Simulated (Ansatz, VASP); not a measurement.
**BiSb4O in VASP and in Ansatz**

Contents of INCAR:

```
SYSTEM = BiSb4O
  PREC = Accurate
  ENCUT = 600
  EDIFF = 1E-7
  ISMEAR = 0
  SIGMA = 0.1
  LREAL = .False.
  LASPH = .True.
  NELM = 60
  ALGO = Normal
  ISIF = 3
  LWAVE = .False.
  LCHARG = .False.
  GGA = PE
  IBRION = 2
  NSW = 100
  EDIFFG = -0.01
```

KPOINTS

```
regular mesh
0
Gamma
  8 8 6
  0 0 0
```

File POSCAR:

```
BiSb4O
1.0
    4.6009048648      0.0000000000      0.0000000000
    0.0000000000      4.6009048648      0.0000000000
    0.0000000000      0.0000000000      7.7455059818
Sb Bi O
4 1 1
Direct
    0.5000000000      0.0000000000      0.8116961275
    0.0000000000      0.5000000000      0.1883038725
    0.5000000000      0.0000000000      0.1883038725
    0.0000000000      0.5000000000      0.8116961275
    0.5000000000      0.5000000000      0.5000000000
    0.0000000000      0.0000000000      0.0000000000
```

Input for Ansatz:

```yaml
crystal:
  lattice:
    - [4.6009048648, 0.0, 0.0]
    - [0.0, 4.6009048648, 0.0]
    - [0.0, 0.0, 7.7455059818]
  atoms:
    - { symbol: Sb, position: [0.5, 0.0, 0.8116961275] }
    - { symbol: Sb, position: [0.0, 0.5, 0.1883038725] }
    - { symbol: Sb, position: [0.5, 0.0, 0.1883038725] }
    - { symbol: Sb, position: [0.0, 0.5, 0.8116961275] }
    - { symbol: Bi, position: [0.5, 0.5, 0.5] }
    - { symbol: O, position: [0.0, 0.0, 0.0] }
basis:
  ecutwfc: 420
kpoints:
  mp_grid: { grid: [8, 8, 6] }
hamiltonian:
  xc: pbe
scf:
  occupations: { method: gaussian, width: 0.1 }
output:
  forces: true
  stress: true
  eigenvalues: true
relax:
  adjacent_minimum: "off"
  f_tol: 0.01
  max_steps: 80
  cell: { stress_tol: 0.05 }
```

Change from the starting cell: species swapped into the TlBiF4 type (P4/mmm, No. 123).

Alike in both runs: task relaxation of cell and atoms; functional PBE; k mesh 8 × 8 × 6; occupations gaussian, width 0.1 eV; no spin polarisation.

|  | VASP | Ansatz |
| --- | --- | --- |
| version | VASP 6.6.1 | Ansatz 0.2.0 |
| potentials or method | VASP PAW PBE potentials, release 64 (Sb, Bi_d, O), cutoff 600 eV | scalar-relativistic, plane waves, PAW |
| valence electrons in the cell | 41 | 81 |

```tsv
	VASP	Ansatz	Ansatz less VASP
gap on the k mesh at the Fermi level, each at its own relaxed structure (eV)	none	none	-
relaxed volume (Å³/atom)	27.43	27.51	+0.078
relaxed length of the cell vector where the two differ most in proportion (Å)	4.606	4.614	+0.0075
```

A gap of «none» marks a metal or a gap that the smearing closes. VASP's potentials hold 41 valence electrons a cell and Ansatz's 81, so a difference there can come from the potentials and not from the codes.

Neither program's run includes spin-orbit coupling.
